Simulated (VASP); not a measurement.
Write the native input for VASP 6.6.1 that does the following.

```yaml
Task: single point
Functional: PBEsol
Potentials_or_basis: VASP PAW PBE potentials, release 64 (W_sv)
Cutoff: 520 eV
k_mesh: 9 × 6 × 6
Occupations: fermi-dirac, width 0.05 eV
Spin: no spin polarisation
Dipole_correction: no
Further_INCAR_settings: ALGO = Fast; EDIFF = 1e-06; NBANDS = 36
```

The structure of W lies in POSCAR:

```
W
1.0
    2.7908046399      0.0000000000      0.0000000000
    0.0000000000      4.8312255936      0.0000000000
    0.0000000000      0.0000000000      4.8906490714
W
4
Direct
    0.7931720000      0.9368430000      0.7500000000
    0.2068280000      0.4368430000      0.7500000000
    0.2068280000      0.0631570000      0.2500000000
    0.7931720000      0.5631570000      0.2500000000
```

This cell differs from its parent crystal: volume scaled by 0.98.

The input as run:

INCAR

```
SYSTEM = W
PREC = Accurate
ENCUT = 520
EDIFF = 1E-6
ISMEAR = -1
SIGMA = 0.05
LREAL = .False.
LASPH = .True.
NELM = 60
ALGO = Fast
ISIF = 2
LWAVE = .False.
LCHARG = .False.
GGA = PS
NBANDS = 36
```

KPOINTS

```
regular mesh
0
Gamma
  9 6 6
  0 0 0
```

Potentials or basis: VASP PAW PBE potentials, release 64 (W_sv).

Run with:

```sh
$ cat potpaw_PBE.64/W_sv/POTCAR > POTCAR
$ mpirun -np 1 vasp_std > vasp.out
```

Results of the run:

```
Pressure               : -4.8 GPa
Largest force          : 0.118 eV/Å
Band gap on the k mesh : zero (band 28 reaches 11.35 eV, above the bottom of band 29 at 10.09 eV)
```

Caveat: the PAW data sets were made with another functional, which shifts forces and pressure a little; spin-orbit coupling is left out, which moves the levels of the heavy elements.

It took 70 s on 1 thread of Intel(R) Xeon(R) 6975P-C (Granite Rapids) (shared host), peak memory 0.26 GiB.
